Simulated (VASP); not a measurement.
Here is a VASP 6.6.1 calculation.

File INCAR:

```
  ALGO = Normal
  EDIFF = 1E-6
  EDIFFG = -0.01
  ENCUT = 600
  GGA = PE
  IBRION = 2
  ISIF = 3
  ISMEAR = 0
  LASPH = T
  LCHARG = F
  LREAL = F
  LWAVE = F
  NELM = 100
  NSW = 100
  PREC = Accurate
  SIGMA = 0.1
```

Contents of KPOINTS:

```
k-points
0
Gamma
  12 12 4
```

Contents of POSCAR:

```
Ba2B5
1.0
    3.5997913525      0.0000000000      0.0000000000
   -1.7998956763      3.1175107596      0.0000000000
    0.0000000000      0.0000000000     11.2793000062
Ba B
2 5
Direct
    0.0000000000      0.0000000000      0.7470602386
    0.0000000000      0.0000000000      0.2529397614
    0.5000000000      0.0000000000      0.5000000000
    0.0000000000      0.5000000000      0.5000000000
    0.5000000000      0.5000000000      0.5000000000
    0.0000000000      0.0000000000      0.0000000000
    0.0000000000      0.0000000000      0.5000000000
```

Potentials or basis: VASP PAW PBE potentials, release 64 (Ba_sv, B).

Run with:

```console
$ cat potpaw_PBE.64/Ba_sv/POTCAR potpaw_PBE.64/B/POTCAR > POTCAR
$ mpirun -np 1 vasp_std > vasp.out
```

Task: What does it give for the relaxed cell?

Result: a = 3.601 Å, b = 3.601 Å, c = 11.424 Å, α = 90.00°, β = 90.00°, γ = 120.00°.

Task: What does it give for the space group after relaxing (to 0.05 Å)?

Result: P6/mmm (No. 191).

Step by step:
```
step  energy change (eV)  largest force (eV/Å)  pressure (GPa)  volume (Å³)
   1              0.0000                0.0388            0.62       126.58
   2             -0.0064                0.0076            0.07       127.86
   3             -0.0070                0.0234           -0.14       128.36
   4             -0.0073                0.0162            0.04       128.13
   5             -0.0073                0.0172            0.02       128.15
   6             -0.0073                0.0126            0.02       128.18
   7             -0.0073                0.0011           -0.01       128.27
```
